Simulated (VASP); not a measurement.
# W in VASP: notebook

Runs on W. Level: PBE. Tasks: relaxation of the atoms.

Everything below comes from runs of VASP 6.6.1. Logs are shortened: lines on timing, memory, paths and dates and some standing lists are left out, and cuts for length are marked.

## (1) The cell of the first run

The cell holds a slab with vacuum, 6 atoms: a = 3.183 Å, b = 3.183 Å, c = 23.959 Å, α = 90.00°, β = 90.00°, γ = 90.00°.

## (2) Relaxation of the atoms, PBE

Contents of INCAR:

```
SYSTEM = W
PREC = Accurate
ENCUT = 450
EDIFF = 1E-7
ISMEAR = -1
SIGMA = 0.08
LREAL = .False.
LASPH = .True.
NELM = 120
ALGO = Normal
ISIF = 2
LWAVE = .False.
LCHARG = .False.
LDIPOL = .True.
IDIPOL = 3
DIPOL = 0.5 0.5 0.500
GGA = PE
IBRION = 2
NSW = 60
EDIFFG = -0.01
GGA_COMPAT = .False.
NELMIN = 4
NELMDL = -8
KPAR = 4
```

Contents of KPOINTS:

```
Automatic mesh
0
Gamma
  11 11 1
  0 0 0
```

Contents of POSCAR:

```
W
1.0
    3.1834185691      0.0000000000      0.0000000000
    0.0000000000      3.1834185691      0.0000000000
    0.0000000000      0.0000000000     23.9585000000
W
6
Direct
    0.2500000000      0.2500000000      0.3339097518
    0.7500000000      0.7500000000      0.4003458511
    0.2500000000      0.2500000000      0.4667819504
    0.7500000000      0.7500000000      0.5332180496
    0.2500000000      0.2500000000      0.5996541489
    0.7500000000      0.7500000000      0.6660902482
```

Potentials or basis: VASP PAW PBE potentials, release 64 (W_sv).

Run with:

```bash
$ cat potpaw_PBE.64/W_sv/POTCAR > POTCAR
$ mpirun -np 4 vasp_std > vasp.out
```

OUTCAR:

```text
SYSTEM = W
   PREC = Accurate
   ENCUT = 450
   EDIFF = 1E-7
   ISMEAR = -1
   LREAL = .False.
   LASPH = .True.
   NELM = 120
   ISIF = 2
   GGA = PE
   IBRION = 2
   NSW = 60
   EDIFFG = -0.01
   NELMIN = 4
   NELMDL = -8

 ion  position               nearest neighbor table
   1  0.250  0.250  0.334-   2 2.76   2 2.76   2 2.76   2 2.76   3 3.18
   2  0.750  0.750  0.400-   1 2.76   3 2.76   1 2.76   3 2.76   1 2.76   3 2.76   1 2.76   3 2.76
                             4 3.18
   3  0.250  0.250  0.467-   4 2.76   4 2.76   4 2.76   4 2.76   2 2.76   2 2.76   2 2.76   2 2.76
                             5 3.18   1 3.18
   4  0.750  0.750  0.533-   3 2.76   3 2.76   3 2.76   3 2.76   5 2.76   5 2.76   5 2.76   5 2.76
                             2 3.18   6 3.18
   5  0.250  0.250  0.600-   4 2.76   6 2.76   4 2.76   6 2.76   4 2.76   6 2.76   4 2.76   6 2.76
                             3 3.18
   6  0.750  0.750  0.666-   5 2.76   5 2.76   5 2.76   5 2.76   4 3.18

  LATTYP: Found a simple tetragonal cell.
 ALAT       =     3.1834185691
 C/A-ratio  =     7.5260288523

  Lattice vectors:

 A1 = (   3.1834185691,   0.0000000000,   0.0000000000)
 A2 = (   0.0000000000,   3.1834185691,   0.0000000000)
 A3 = (   0.0000000000,   0.0000000000,  23.9585000000)

Analysis of symmetry for initial positions (statically):
=====================================================================
 Subroutine PRICEL returns:
 Original cell was already a primitive cell.

 Routine SETGRP: Setting up the symmetry group for a
 simple tetragonal supercell.

 Subroutine GETGRP returns: Found 16 space group operations
 (whereof  4 operations were pure point group operations)
 out of a pool of 16 trial point group operations.

The static configuration has the point symmetry C_2h.
 The point group associated with its full space group is D_4h.

Analysis of symmetry for dynamics (positions and initial velocities):
=====================================================================
 Subroutine PRICEL returns:
 Original cell was already a primitive cell.

 Routine SETGRP: Setting up the symmetry group for a
 simple tetragonal supercell.

 Subroutine GETGRP returns: Found 16 space group operations
 (whereof  4 operations were pure point group operations)
 out of a pool of 16 trial point group operations.

The dynamic configuration has the point symmetry C_2h.
 The point group associated with its full space group is D_4h.

 Subroutine INISYM returns: Found 16 space group operations
 (whereof  4 operations are pure point group operations),
 and found     1 'primitive' translations

----------------------------------------------------------------------------------------

                                     Primitive cell

  volume of cell :     242.7991

  direct lattice vectors                    reciprocal lattice vectors
     3.183418569  0.000000000  0.000000000     0.314127715  0.000000000  0.000000000
     0.000000000  3.183418569  0.000000000     0.000000000  0.314127715  0.000000000
     0.000000000  0.000000000 23.958500000     0.000000000  0.000000000  0.041738840

  length of vectors
     3.183418569  3.183418569 23.958500000     0.314127715  0.314127715  0.041738840

  position of ions in fractional coordinates (direct lattice)
     0.250000000  0.250000000  0.333909752
     0.750000000  0.750000000  0.400345851
     0.250000000  0.250000000  0.466781950
     0.750000000  0.750000000  0.533218050
     0.250000000  0.250000000  0.599654149
     0.750000000  0.750000000  0.666090248

  ion indices of the primitive-cell ions
   primitive index   ion index
                 1           1
                 2           2
                 3           3
                 4           4
                 5           5
                 6           6

[... 33 lines left out ...]
  0.454545  0.000000  0.000000      4.000000
[... 13 lines left out ...]
  0.454545  0.363636  0.000000      8.000000
  0.454545  0.454545  0.000000      4.000000
   k-points           NKPTS =     21   k-points in BZ     NKDIM =     21   number of bands    NBANDS=     50
   number of dos      NEDOS =    301   number of ions     NIONS =      6
   total plane-waves  NPLWV =  96768
   dimension x,y,z NGX =    24 NGY =   24 NGZ =  168
   dimension x,y,z NGXF=    48 NGYF=   48 NGZF=  336
   ions per type =               6
   NGX,Y,Z   is equivalent  to a cutoff of  12.53, 12.53, 11.66 a.u.
   NGXF,Y,Z  is equivalent  to a cutoff of  25.07, 25.07, 23.31 a.u.
 SYSTEM =  W
   PREC   = accura    normal or accurate (medium, high low for compatibility)
   ISTART =      0    job   : 0-new  1-cont  2-samecut
   ICHARG =      2    charge: 1-file 2-atom 10-const
   ISPIN  =      1    spin polarized calculation?
   LNONCOLLINEAR =      F non collinear calculations
   LSORBIT =      F    spin-orbit coupling
   LASPH  =      T    aspherical Exc in radial PAW
   ENCUT  =  450.0 eV  33.07 Ry    5.75 a.u.   5.51  5.51 41.44*2*pi/ulx,y,z
   NELM   =    120;   NELMIN=  4; NELMDL= -8     # of ELM steps
   EDIFF  = 0.1E-06   stopping-criterion for ELM
   LREAL  =      F    real-space projection
   EDIFFG = -.1E-01   stopping-criterion for IOM
   NSW    =     60    number of steps for IOM
   IBRION =      2    ionic relax: 0-MD 1-quasi-New 2-CG
   NFREE  =      1    steps in history (QN), initial steepest desc. (CG)
   ISIF   =      2    stress and relaxation
   ISYM   =      2    0-nonsym 1-usesym 2-fastsym
   POTIM  = 0.5000    time-step for ionic-motion
   TEBEG  =    0.0;   TEEND  =   0.0 temperature during run
   PSTRESS=    0.0 pullay stress
   NELECT =      84.0000    total number of electrons
   NUPDOWN=      -1.0000    fix difference up-down
   EMIN   =  10.00;   EMAX   =-10.00  energy-range for DOS
   EFERMI =   0.00;   METHOD = LEGACY
   ISMEAR =    -1;   SIGMA  =   0.08  broadening in eV -4-tet -1-fermi 0-gaus
   EFERMI_NEDOS =   21; number of points for ismear=-14 and -15
   IALGO  =     38    algorithm
   IMIX   =      4    mixing-type and parameters
     AMIX     =   0.40;   BMIX     =  1.00
     AMIX_MAG =   1.60;   BMIX_MAG =  1.00
  volume/ion in A,a.u.               =      40.47       273.08
  Fermi-wavevector in a.u.,A,eV,Ry     =   1.149262  2.171789 17.970605  1.320802
  Thomas-Fermi vector in A             =   2.285932
   LORBIT       =      0    0 simple, 1 ext, 2 COOP (PROOUT), +10 PAW based schemes
   GGA     = PE    functional components
   LHFCALC =     F    Hartree Fock is set to
   AEXX    =    0.0000 exact exchange contribution
   IVDW    =     0    specifies the selected vdW correction
   LEPSILON=     F    determine dielectric tensor
   LRPA    =     F    only Hartree local field effects (RPA)
 conjugate gradient relaxation of ions
 non-spin polarized calculation
  energy-cutoff  :      450.00
  volume of cell :      242.80
 maximum number of plane-waves:      5315
 NGX is ok and might be reduce to    24
   NGX = 11   NGY = 11   NGZ = 83

--------------------------------------- Ionic step        1  -------------------------------------------

 number of electron      83.9999987 magnetization

 Free energy of the ion-electron system (eV)
  ---------------------------------------------------
  ext. energy  EPLUGINS =         0.00000000
  ---------------------------------------------------
  free energy    TOTEN  =       -72.37472608 eV

  energy without entropy =      -72.24742674  energy(sigma->0) =      -72.31107641

------------------------ aborting loop because EDIFF is reached ----------------------------------------

  FORCE on cell =-STRESS in cart. coord.  units (eV):
  Direction    XX          YY          ZZ          XY          YZ          ZX
  --------------------------------------------------------------------------------------
  -------------------------------------------------------------------------------------
  Total       -8.6290370     -8.6290370     -6.0895865     -0.0000000      0.0000000      0.0000000
  in kB      -56.9410929    -56.9410929    -40.1838247     -0.0000000      0.0000000      0.0000000
  external PRESSURE =     -51.3553369 kB  Pullay stress =       0.0000000 kB
[... 69 lines left out ...]
 number of electron      83.9999985 magnetization

------------------------ aborting loop because EDIFF is reached ----------------------------------------

 vacuum level on the upper side and lower side of the slab       (xc-potential included)         0.000         0.000

  FORCE on cell =-STRESS in cart. coord.  units (eV):
  Direction    XX          YY          ZZ          XY          YZ          ZX
  --------------------------------------------------------------------------------------
  -------------------------------------------------------------------------------------
  Total       -5.0326999     -5.0326999     -3.7380457      0.0000000     -0.0000000      0.0000000
  in kB      -33.2096652    -33.2096652    -24.6665307      0.0000000     -0.0000000      0.0000000
  external PRESSURE =     -30.3619537 kB  Pullay stress =       0.0000000 kB
[... 221 lines left out ...]
  FREE ENERGIE OF THE ION-ELECTRON SYSTEM (eV)
  ---------------------------------------------------
  free  energy   TOTEN  =       -72.7267202696 eV

  energy  without entropy=      -72.6060011430  energy(sigma->0) =      -72.66636071

 dipolmoment           0.000000      0.000000      0.000000 electrons x Angstroem

--------------------------------------- Ionic step        9  -------------------------------------------

 number of electron      83.9999990 magnetization

 dipolmoment           0.000000      0.000000     -0.000000 electrons x Angstroem

 Free energy of the ion-electron system (eV)
  ---------------------------------------------------
  ext. energy  EPLUGINS =         0.00000000
  ---------------------------------------------------
  free energy    TOTEN  =       -72.72673863 eV

  energy without entropy =      -72.60589533  energy(sigma->0) =      -72.66631698

 E-fermi :   1.9657     XC(G=0):  -6.3253

 val. band max:        1.9269100123   @ k =   0.4545   0.1818   0.0000
 cond. band min:       1.9706061798   @ k =   0.1818   0.0909   0.0000
 fundamental gap:      0.0436961675
 Fermi energy:         1.9657435772

 k-point     1 :       0.0000    0.0000    0.0000
  band No.  band energies     occupation
      1     -71.9764      2.00000
      2     -71.9044      2.00000
      3     -71.8663      2.00000
      4     -71.8180      2.00000
      5     -71.7043      2.00000
      6     -71.7023      2.00000
[... 1102 lines left out ...]
     49       5.0628      0.00000
     50       5.0796      0.00000

------------------------ aborting loop because EDIFF is reached ----------------------------------------

 vacuum level on the upper side and lower side of the slab       (xc-potential included)        -0.009        -0.009

  FORCE on cell =-STRESS in cart. coord.  units (eV):
  Direction    XX          YY          ZZ          XY          YZ          ZX
  --------------------------------------------------------------------------------------
  -------------------------------------------------------------------------------------
  Total       -3.2626364     -3.2626364     -0.1110304     -0.0000000      0.0000000     -0.0000000
  in kB      -21.5294107    -21.5294107     -0.7326648     -0.0000000      0.0000000     -0.0000000
  external PRESSURE =     -14.5971621 kB  Pullay stress =       0.0000000 kB
[... 21 lines left out ...]
  FREE ENERGIE OF THE ION-ELECTRON SYSTEM (eV)
  ---------------------------------------------------
  free  energy   TOTEN  =       -72.7267386316 eV

  energy  without entropy=      -72.6058953261  energy(sigma->0) =      -72.66631698

 reached required accuracy - stopping structural energy minimisation

 vacuum level on the upper side and lower side of the slab         6.096         6.096
```

Wall time 6.1 min (4 MPI ranks of Intel Xeon Platinum 8488C (Sapphire Rapids), shared host); peak memory 0.39 GiB.

Results:

```
Free energy                  : -72.7267 eV
Energy gained by relaxing    : 58.7 meV/atom
Ionic steps                  : 9
Largest force after relaxing : 0.007 eV/Å
Band gap on the k mesh       : zero (bands 42 and 43 overlap by 1.81 eV)
```

Forces in eV/Å, atoms in the order of the input:
```
W    0.000  0.000  0.006
W    0.000  0.000 -0.004
W    0.000  0.000  0.007
W    0.000  0.000 -0.007
W    0.000  0.000  0.004
W    0.000  0.000 -0.006
```

Step by step:
```
step  energy change (eV)  largest force (eV/Å)  pressure (GPa)
   1              0.0000                1.7648           -5.14
   2             -0.3156                0.2984           -3.10
   3             -0.3159                0.2617           -3.04
   4             -0.3318                0.2266           -2.64
   5             -0.3432                0.2586           -1.94
   6             -0.3517                0.0504           -1.55
   7             -0.3519                0.0257           -1.46
   8             -0.3520                0.0196           -1.46
   9             -0.3520                0.0067           -1.46
```

Final structure:
```xyz
6
Lattice="3.1834 0.0000 0.0000 0.0000 3.1834 0.0000 0.0000 0.0000 23.9585" Properties=species:S:1:pos:R:3 pbc="T T T"
W     0.7959    0.7959    8.1502
W     2.3876    2.3876    9.5578
W     0.7959    0.7959   11.2072
W     2.3876    2.3876   12.7513
W     0.7959    0.7959   14.4007
W     2.3876    2.3876   15.8083
```

Caveat: spin-orbit coupling is left out, which moves the levels of the heavy elements.

## (3) Relaxation of the atoms, PBE

Contents of INCAR:

```
PREC = Accurate ; ENCUT = 450
EDIFF = 1E-7 ; ISMEAR = -1
SIGMA = 0.08 ; LREAL = False
LASPH = True ; NELM = 120
ALGO = Normal ; ISIF = 2
LWAVE = False ; LCHARG = False
LDIPOL = True ; IDIPOL = 3
DIPOL = 0.5 0.5 0.500 ; GGA = PE
IBRION = 2 ; NSW = 32
EDIFFG = -0.01 ; GGA_COMPAT = False
NELMIN = 4 ; NELMDL = -8
KPAR = 4
```

Contents of KPOINTS:

```
regular mesh
0
Gamma
  11 11 1
```

Contents of POSCAR:

```
W
1.0
    3.1834185691      0.0000000000      0.0000000000
    0.0000000000      3.1834185691      0.0000000000
    0.0000000000      0.0000000000     23.9585000000
W
6
Direct
    0.2500000000      0.2500000000      0.3404682266
    0.7500000000      0.7500000000      0.3990730859
    0.2500000000      0.2500000000      0.4678512158
    0.7500000000      0.7500000000      0.5321487800
    0.2500000000      0.2500000000      0.6009269156
    0.7500000000      0.7500000000      0.6595317761
```

Potentials or basis: VASP PAW PBE potentials, release 64 (W_sv).

Run with:

```bash
$ cat potpaw_PBE.64/W_sv/POTCAR > POTCAR
$ mpirun -np 4 vasp_std > vasp.out
```

Wall time 2.6 min (4 MPI ranks of Intel Xeon 6975P-C (Granite Rapids), shared host); peak memory 0.38 GiB.

Results (log left out):

* Free energy: -72.7267 eV
* Energy gained by relaxing: 0.0 meV/atom
* Ionic steps: 6
* Largest force after relaxing: 0.009 eV/Å
* Band gap on the k mesh: zero (bands 42 and 43 overlap by 1.81 eV)

Forces in eV/Å, atoms in the order of the input:
```
W    0.000  0.000 -0.001
W    0.000  0.000 -0.002
W    0.000  0.000  0.009
W    0.000  0.000 -0.009
W    0.000  0.000  0.002
W    0.000  0.000  0.001
```

Step by step:
```
step  energy change (eV)  largest force (eV/Å)  pressure (GPa)
   1              0.0000                0.0432           -1.27
   2             -0.0001                0.0193           -1.33
   3             -0.0002                0.0396           -1.40
   4             -0.0002                0.0336           -1.38
   5             -0.0002                0.0144           -1.41
   6             -0.0003                0.0091           -1.44
```

Final structure:
```yaml
crystal:
  lattice:
    - [3.18342, 0.00000, 0.00000]
    - [0.00000, 3.18342, 0.00000]
    - [0.00000, 0.00000, 23.95850]
  atoms:
    - { symbol: W, position: [0.25000, 0.25000, 0.34022] }
    - { symbol: W, position: [0.75000, 0.75000, 0.39895] }
    - { symbol: W, position: [0.25000, 0.25000, 0.46778] }
    - { symbol: W, position: [0.75000, 0.75000, 0.53222] }
    - { symbol: W, position: [0.25000, 0.25000, 0.60105] }
    - { symbol: W, position: [0.75000, 0.75000, 0.65978] }
```

Levels at points of the mesh, in eV from the Fermi level:
| k point | band 39 | band 40 | band 41 | band 42 | band 43 | band 44 | band 45 | band 46 |
| --- | --- | --- | --- | --- | --- | --- | --- | --- |
| (0.00, 0.00, 0.00) | -0.73 | -0.41 | -0.23 | -0.23 | -0.21 | -0.20 | 0.58 | 0.58 |

Caveat: spin-orbit coupling is left out, which moves the levels of the heavy elements.

The gap in the log of VASP goes by the Fermi energy; the results here count the filled bands.